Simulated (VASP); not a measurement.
# ZnS (P6_3mc) in VASP: notebook

Runs on ZnS. Level: r2SCAN. Tasks: single point.

Everything below comes from runs of VASP 6.6.1. Logs are shortened: lines on timing, memory, paths and dates and some standing lists are left out, and cuts for length are marked.

## (1) The cell of the first run

The structure is hexagonal, space group P6_3mc (No. 186). Conventional cell: a = 3.808 Å, b = 3.808 Å, c = 12.466 Å, α = 90.00°, β = 90.00°, γ = 120.00°. Zn (site symmetry 3m) has 4 S at 2.33 Å within 3.1 Å. Zn (site symmetry 3m) has 4 S at 2.33 to 2.34 Å within 3.1 Å. S (site symmetry 3m) has 4 Zn at 2.33 Å within 3.1 Å. S (site symmetry 3m) has 4 Zn at 2.33 to 2.34 Å within 3.1 Å.

## (2) Single point, r2SCAN

The input, POSCAR:

```
ZnS
1.0
    3.8076115351      0.0000000000      0.0000000000
   -1.9038057675      3.2974883171      0.0000000000
    0.0000000000      0.0000000000     12.4658246188
Zn S
4 4
Direct
    0.0000000000      0.0000000000      0.0001052081
    0.3333333333      0.6666666667      0.2500673625
    0.0000000000      0.0000000000      0.5001052081
    0.6666666667      0.3333333333      0.7500673625
    0.0000000000      0.0000000000      0.1872391017
    0.3333333333      0.6666666667      0.4375883276
    0.0000000000      0.0000000000      0.6872391017
    0.6666666667      0.3333333333      0.9375883276
```

The input, INCAR.step1:

```
SYSTEM = ZnS
ALGO = Normal
EDIFF = 1E-4
ENCUT = 520
GGA = PE
ISMEAR = -1
LASPH = .True.
LCHARG = .False.
LREAL = .False.
LWAVE = .True.
NBANDS = 46
NELM = 100
PREC = Accurate
SIGMA = 0.02
```

The input, INCAR.step2:

```
SYSTEM = ZnS
ALGO = Normal
EDIFF = 1E-7
ENCUT = 520
ISIF = 2
ISMEAR = -1
ISTART = 1
LASPH = .True.
LCHARG = .True.
LELF = .True.
LMIXTAU = .True.
LREAL = .False.
LVHAR = .True.
LWAVE = .False.
METAGGA = R2SCAN
NBANDS = 46
NELM = 100
PREC = Accurate
SIGMA = 0.02
```

The input, KPOINTS:

```
k-points
0
Gamma
  12 12 2
  0 0 0
```

Potentials or basis: VASP PAW PBE potentials, release 64 (Zn, S).

Started as:

```sh
cat potpaw_PBE.64/Zn/POTCAR potpaw_PBE.64/S/POTCAR > POTCAR
cp INCAR.step1 INCAR
mpirun -np 1 vasp_std > vasp.out
cp INCAR.step2 INCAR
mpirun -np 1 vasp_std > vasp.out
```

OUTCAR:

```text
SYSTEM = ZnS
   EDIFF = 1E-7
   ENCUT = 520
   ISIF = 2
   ISMEAR = -1
   ISTART = 1
   LASPH = .True.
   LREAL = .False.
   METAGGA = R2SCAN
   NELM = 100
   PREC = Accurate

 ion  position               nearest neighbor table
   1  0.000  0.000  0.000-   8 2.33   8 2.33   8 2.33   5 2.33
   2  0.333  0.667  0.250-   5 2.33   5 2.33   5 2.33   6 2.34
   3  0.000  0.000  0.500-   6 2.33   6 2.33   6 2.33   7 2.33
   4  0.667  0.333  0.750-   7 2.33   7 2.33   7 2.33   8 2.34
   5  0.000  0.000  0.187-   1 2.33   2 2.33   2 2.33   2 2.33
   6  0.333  0.667  0.438-   3 2.33   3 2.33   3 2.33   2 2.34
   7  0.000  0.000  0.687-   3 2.33   4 2.33   4 2.33   4 2.33
   8  0.667  0.333  0.938-   1 2.33   1 2.33   1 2.33   4 2.34

  LATTYP: Found a hexagonal cell.
 ALAT       =     3.8076115351
 C/A-ratio  =     3.2739223799

  Lattice vectors:

 A1 = (   3.8076115351,   0.0000000000,   0.0000000000)
 A2 = (  -1.9038057675,   3.2974883171,   0.0000000000)
 A3 = (   0.0000000000,   0.0000000000,  12.4658246188)

Analysis of symmetry for initial positions (statically):
=====================================================================
 Subroutine PRICEL returns:
 Original cell was already a primitive cell.

 Routine SETGRP: Setting up the symmetry group for a
 hexagonal supercell.

 Subroutine GETGRP returns: Found 12 space group operations
 (whereof  6 operations were pure point group operations)
 out of a pool of 24 trial point group operations.

The static configuration has the point symmetry C_3v.
 The point group associated with its full space group is C_6v.

Analysis of symmetry for dynamics (positions and initial velocities):
=====================================================================
 Subroutine PRICEL returns:
 Original cell was already a primitive cell.

 Routine SETGRP: Setting up the symmetry group for a
 hexagonal supercell.

 Subroutine GETGRP returns: Found 12 space group operations
 (whereof  6 operations were pure point group operations)
 out of a pool of 24 trial point group operations.

The dynamic configuration has the point symmetry C_3v.
 The point group associated with its full space group is C_6v.

 Subroutine INISYM returns: Found 12 space group operations
 (whereof  6 operations are pure point group operations),
 and found     1 'primitive' translations

----------------------------------------------------------------------------------------

                                     Primitive cell

  volume of cell :     156.5153

  direct lattice vectors                    reciprocal lattice vectors
     3.807611535  0.000000000  0.000000000     0.262631834  0.151630560  0.000000000
    -1.903805767  3.297488317  0.000000000     0.000000000  0.303261120  0.000000000
     0.000000000  0.000000000 12.465824619     0.000000000  0.000000000  0.080219322

  length of vectors
     3.807611535  3.807611535 12.465824619     0.303261120  0.303261120  0.080219322

  position of ions in fractional coordinates (direct lattice)
     0.000000000  0.000000000  0.000105208
     0.333333333  0.666666667  0.250067362
     0.000000000  0.000000000  0.500105208
     0.666666667  0.333333333  0.750067362
     0.000000000  0.000000000  0.187239102
     0.333333333  0.666666667  0.437588328
     0.000000000  0.000000000  0.687239102
     0.666666667  0.333333333  0.937588328

  ion indices of the primitive-cell ions
   primitive index   ion index
                 1           1
                 2           2
                 3           3
                 4           4
                 5           5
                 6           6
                 7           7
                 8           8

----------------------------------------------------------------------------------------

 KPOINTS: k-points

Automatic generation of k-mesh.
 Grid dimensions read from file:
 generate k-points for:   12   12    2

 Generating k-lattice:

  Cartesian coordinates                     Fractional coordinates (reciprocal lattice)
     0.021885986  0.012635880  0.000000000     0.083333333  0.000000000  0.000000000
     0.000000000  0.025271760  0.000000000     0.000000000  0.083333333  0.000000000
     0.000000000  0.000000000  0.040109661     0.000000000  0.000000000  0.500000000

  Length of vectors
     0.025271760  0.025271760  0.040109661

  Shift w.r.t. Gamma in fractional coordinates (k-lattice)
     0.000000000  0.000000000  0.000000000

 Subroutine IBZKPT returns following result:
 ===========================================

 Found     38 irreducible k-points:

 Following reciprocal coordinates:
            Coordinates               Weight
  0.000000  0.000000  0.000000      1.000000
  0.083333  0.000000  0.000000      6.000000
  0.166667 -0.000000  0.000000      6.000000
  0.250000  0.000000  0.000000      6.000000
  0.333333  0.000000  0.000000      6.000000
  0.416667  0.000000  0.000000      6.000000
[... 16 lines left out ...]
  0.250000  0.000000  0.500000      6.000000
  0.333333  0.000000  0.500000      6.000000
 [... further k-points ...]
   k-points           NKPTS =     38   k-points in BZ     NKDIM =     38   number of bands    NBANDS=     46
   number of dos      NEDOS =    301   number of ions     NIONS =      8
   total plane-waves  NPLWV =  75264
   dimension x,y,z NGX =    28 NGY =   28 NGZ =   96
   dimension x,y,z NGXF=    56 NGYF=   56 NGZF=  192
   ions per type =               4   4
   NGX,Y,Z   is equivalent  to a cutoff of  12.23, 12.23, 12.80 a.u.
   NGXF,Y,Z  is equivalent  to a cutoff of  24.45, 24.45, 25.61 a.u.
 SYSTEM =  ZnS
   PREC   = accura    normal or accurate (medium, high low for compatibility)
   ISTART =      1    job   : 0-new  1-cont  2-samecut
   ICHARG =      0    charge: 1-file 2-atom 10-const
   ISPIN  =      1    spin polarized calculation?
   LNONCOLLINEAR =      F non collinear calculations
   LSORBIT =      F    spin-orbit coupling
   LASPH  =      T    aspherical Exc in radial PAW
   ENCUT  =  520.0 eV  38.22 Ry    6.18 a.u.   7.08  7.08 23.18*2*pi/ulx,y,z
   NELM   =    100;   NELMIN=  2; NELMDL=  0     # of ELM steps
   EDIFF  = 0.1E-06   stopping-criterion for ELM
   LREAL  =      F    real-space projection
   EDIFFG = 0.1E-05   stopping-criterion for IOM
   NSW    =      0    number of steps for IOM
   IBRION =     -1    ionic relax: 0-MD 1-quasi-New 2-CG
   NFREE  =      0    steps in history (QN), initial steepest desc. (CG)
   ISIF   =      2    stress and relaxation
   ISYM   =      2    0-nonsym 1-usesym 2-fastsym
   POTIM  = 0.5000    time-step for ionic-motion
   TEBEG  =    0.0;   TEEND  =   0.0 temperature during run
   PSTRESS=    0.0 pullay stress
   NELECT =      72.0000    total number of electrons
   NUPDOWN=      -1.0000    fix difference up-down
   EMIN   =  10.00;   EMAX   =-10.00  energy-range for DOS
   EFERMI =   0.00;   METHOD = LEGACY
   ISMEAR =    -1;   SIGMA  =   0.02  broadening in eV -4-tet -1-fermi 0-gaus
   EFERMI_NEDOS =   21; number of points for ismear=-14 and -15
   IALGO  =     38    algorithm
   IMIX   =      4    mixing-type and parameters
     AMIX     =   0.40;   BMIX     =  1.00
     AMIX_MAG =   1.60;   BMIX_MAG =  1.00
  volume/ion in A,a.u.               =      19.56       132.03
  Fermi-wavevector in a.u.,A,eV,Ry     =   1.263766  2.388172 21.729929  1.597105
  Thomas-Fermi vector in A             =   2.397106
   LORBIT       =      0    0 simple, 1 ext, 2 COOP (PROOUT), +10 PAW based schemes
   METAGGA = R2SCAN    functional components
   LHFCALC =     F    Hartree Fock is set to
   AEXX    =    0.0000 exact exchange contribution
   IVDW    =     0    specifies the selected vdW correction
   LEPSILON=     F    determine dielectric tensor
   LRPA    =     F    only Hartree local field effects (RPA)
 non-spin polarized calculation
  energy-cutoff  :      520.00
  volume of cell :      156.52
 maximum number of plane-waves:      4239
   NGX = 15   NGY = 15   NGZ = 47

 number of electron      71.9999975 magnetization

 Free energy of the ion-electron system (eV)
  ---------------------------------------------------
  ext. energy  EPLUGINS =         0.00000000
  ---------------------------------------------------
  free energy    TOTEN  =       -75.45646934 eV

  energy without entropy =      -75.45646934  energy(sigma->0) =      -75.45646934

 E-fermi :   2.3399     XC(G=0): -10.3225

 val. band max:        1.9188321847   @ k =   0.0000   0.0000   0.0000
 cond. band min:       4.6728657558   @ k =   0.0000   0.0000   0.0000
 fundamental gap:      2.7540335711
 Fermi energy:         2.3399294669

 k-point     1 :       0.0000    0.0000    0.0000
  band No.  band energies     occupation
      1     -11.8297      2.00000
      2     -11.3962      2.00000
      3     -11.3856      2.00000
      4     -10.8680      2.00000
      5      -4.6171      2.00000
      6      -4.6102      2.00000
[... 38 lines left out ...]
     45       9.0508      0.00000
     46       9.2942      0.00000

 k-point     2 :       0.0833    0.0000    0.0000
  band No.  band energies     occupation
      1     -11.7809      2.00000
      2     -11.3558      2.00000
      3     -11.3451      2.00000
      4     -10.8405      2.00000
      5      -4.6146      2.00000
      6      -4.6066      2.00000
[... 38 lines left out ...]
     45       9.0089      0.00000
     46       9.2643      0.00000

 k-point     3 :       0.1667   -0.0000    0.0000
  band No.  band energies     occupation
      1     -11.6411      2.00000
      2     -11.2419      2.00000
      3     -11.2311      2.00000
      4     -10.7663      2.00000
      5      -4.6247      2.00000
      6      -4.6036      2.00000
[... 38 lines left out ...]
     45       9.2047      0.00000
     46       9.2814      0.00000

 k-point     4 :       0.2500    0.0000    0.0000
  band No.  band energies     occupation
      1     -11.4312      2.00000
      2     -11.0777      2.00000
      3     -11.0669      2.00000
      4     -10.6689      2.00000
      5      -4.6334      2.00000
      6      -4.6017      2.00000
[... 920 lines left out ...]
     45       9.4498      0.00000
     46       9.4498      0.00000

 k-point    23 :       0.2500    0.0000    0.5000
  band No.  band energies     occupation
      1     -11.3301      2.00000
      2     -11.3301      2.00000
      3     -10.7923      2.00000
      4     -10.7923      2.00000
      5      -4.6272      2.00000
      6      -4.6272      2.00000
[... 38 lines left out ...]
     45       9.7905      0.00000
     46       9.7906      0.00000

 k-point    24 :       0.3333    0.0000    0.5000
  band No.  band energies     occupation
      1     -11.1053      2.00000
      2     -11.1053      2.00000
      3     -10.6780      2.00000
      4     -10.6780      2.00000
      5      -4.6130      2.00000
      6      -4.6130      2.00000
[... 38 lines left out ...]
     45       9.9026      0.00000
     46       9.9026      0.00000

 [... further k-points ...]
[... 5 lines left out ...]
  --------------------------------------------------------------------------------------
  -------------------------------------------------------------------------------------
  Total        0.0457353      0.0457353      0.0639789      0.0000000      0.0000000      0.0000000
  in kB        0.4681721      0.4681721      0.6549234      0.0000000      0.0000000      0.0000000
  external PRESSURE =       0.5304225 kB  Pullay stress =       0.0000000 kB

 VOLUME and BASIS-vectors are now :
 -----------------------------------------------------------------------------
  energy-cutoff  :      520.00
  volume of cell :      156.52
      direct lattice vectors                 reciprocal lattice vectors
     3.807611535  0.000000000  0.000000000     0.262631834  0.151630560  0.000000000
    -1.903805767  3.297488317  0.000000000     0.000000000  0.303261120  0.000000000
     0.000000000  0.000000000 12.465824619     0.000000000  0.000000000  0.080219322

 POSITION                                       TOTAL-FORCE (eV/Angst)
 -----------------------------------------------------------------------------------
      0.00000      0.00000      0.00131         0.000000      0.000000     -0.004132
     -0.00000      2.19833      3.11730         0.000000     -0.000000     -0.007195
      0.00000      0.00000      6.23422        -0.000000      0.000000     -0.004132
      1.90381      1.09916      9.35021        -0.000000     -0.000000     -0.007195
      0.00000      0.00000      2.33409        -0.000000      0.000000      0.005839
     -0.00000      2.19833      5.45490        -0.000000      0.000000      0.005488
      0.00000      0.00000      8.56700        -0.000000      0.000000      0.005839
      1.90381      1.09916     11.68781        -0.000000      0.000000      0.005488
 -----------------------------------------------------------------------------------
    total drift:                               -0.000001     -0.000002     -0.062267

  FREE ENERGIE OF THE ION-ELECTRON SYSTEM (eV)
  ---------------------------------------------------
  free  energy   TOTEN  =       -75.4564693411 eV

  energy  without entropy=      -75.4564693411  energy(sigma->0) =      -75.45646934
```

Run time: 8.4 min. Hardware: 1 thread of Intel Xeon 6975P-C (Granite Rapids), shared host; peak memory 0.41 GiB.

What came out:

```
Free energy            : -75.4565 eV
Pressure               : 0.1 GPa
Largest force          : 0.007 eV/Å
Band gap on the k mesh : 2.75 eV
```

Forces on the atoms (eV/Å):
```
Zn   0.000  0.000 -0.004
Zn   0.000  0.000 -0.007
Zn   0.000  0.000 -0.004
Zn   0.000  0.000 -0.007
S    0.000  0.000  0.006
S    0.000  0.000  0.005
S    0.000  0.000  0.006
S    0.000  0.000  0.005
```

Caveat: the PAW data sets were made with another functional, which shifts forces and pressure a little. A k mesh can miss the band edges.

(Continued in part 2 of 2.)
